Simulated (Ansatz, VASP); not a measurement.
Two plane-wave programs on Au

```
Au
1.0
     4.05024    0.00000   -0.00659
     0.00000    4.05025    0.00000
    -2.02861    0.00000    2.17353
Au
2
Direct
  0.00000 0.00000 0.00000
  0.50000 0.50000 0.00000
```

Change from the starting cell: band edges of the strained film's bulk.

Alike in both runs: task single point; functional PBE; k mesh 9 × 9 × 16; occupations gaussian, width 0.1 eV; no spin polarisation.

|  | VASP | Ansatz |
| --- | --- | --- |
| version | VASP 6.6.1 | Ansatz 0.2.0 |
| potentials or method | VASP PAW PBE potentials, release 64 (Au), cutoff 520 eV | scalar-relativistic, plane waves, PAW |
| valence electrons in the cell | 22 | 38 |

VASP gave:

- gap on the k mesh at the Fermi level (eV): none
- pressure (GPa): 1.2
- traceless stress, the component that is largest in VASP (GPa): -1.40

Task: Estimate Ansatz's values.

Result: gap on the k mesh at the Fermi level (eV): none; pressure (GPa): 1.3; traceless stress, the component that is largest in VASP (GPa): -1.39.

A gap of «none» marks a metal or a gap that the smearing closes. The functional is the same, so the differences come from potentials, cutoffs and numerics. VASP's potentials hold 22 valence electrons a cell and Ansatz's 38, so a difference there can come from the potentials and not from the codes.

Spin-orbit coupling is off throughout.
